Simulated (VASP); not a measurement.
Write the native input for VASP 6.6.1 that does the following.

* Task: single point
* Functional: LDA
* Potentials or basis: VASP PAW LDA potentials, release 64 (Mo_sv, C)
* Cutoff: 520 eV
* k mesh: 5 × 5 × 1
* Occupations: gaussian, width 0.1 eV
* Spin: no spin polarisation
* Dipole correction: yes
* Further INCAR settings: ALGO = Normal; EDIFF = 1e-06; NBANDS = 98

The structure of Mo12C lies in POSCAR:

```
Mo12C
1.0
    5.3887247571      0.0000000000      0.0000000000
   -1.7962415857      5.0805384236      0.0000000000
    0.0000000000      0.0000000000     19.7413781192
Mo C
12 1
Direct
    0.2500000000      0.2500000000      0.2026200996
    0.2500000000      0.7500000000      0.2026200996
    0.7500000000      0.2500000000      0.2026200996
    0.7500000000      0.7500000000      0.2026200996
    0.0000000000      0.0000000000      0.3100443415
    0.0000000000      0.5000000000      0.3100443415
    0.5000000000      0.0000000000      0.3100443415
    0.5000000000      0.5000000000      0.3100443415
    0.2500000000      0.2500000000      0.4174672138
    0.2500000000      0.7500000000      0.4174672138
    0.7500000000      0.2500000000      0.4174672138
    0.7500000000      0.7500000000      0.4174672138
    0.3333333333      0.6666666667      0.4998649003
```

One way to write it, as run:

INCAR

```
ALGO     = Normal         # electronic algorithm
DIPOL    = 0.5 0.5 0.325
EDIFF    = 1E-6           # SCF threshold, eV
ENCUT    = 520            # plane-wave cutoff, eV
GGA      = CA             # functional
IDIPOL   = 3            
ISIF     = 2              # what is computed and relaxed
ISMEAR   = 0              # smearing method
LASPH    = T              # aspherical terms in the spheres
LCHARG   = F              # write CHGCAR
LDIPOL   = T            
LREAL    = F              # projectors in reciprocal space
LWAVE    = F              # write WAVECAR
NBANDS   = 98             # bands
NELM     = 60             # most SCF steps
PREC     = Accurate       # precision mode
SIGMA    = 0.1            # smearing width, eV
```

KPOINTS

```
k-points
0
Gamma
  5 5 1
```

Potentials or basis: VASP PAW LDA potentials, release 64 (Mo_sv, C).

The run is started by

```console
$ cat potpaw_LDA.64/Mo_sv/POTCAR potpaw_LDA.64/C/POTCAR > POTCAR
$ mpirun -np 1 vasp_std > vasp.out
```

Results of the run:

- Largest force: 2.022 eV/Å
- Band gap on the k mesh: zero (bands 86 and 87 overlap by 1.63 eV)

Wall time 16 min on 1 thread of AMD EPYC 9R45 96-Core Processor (Zen 5), with other jobs on the host, peak memory 0.58 GiB.
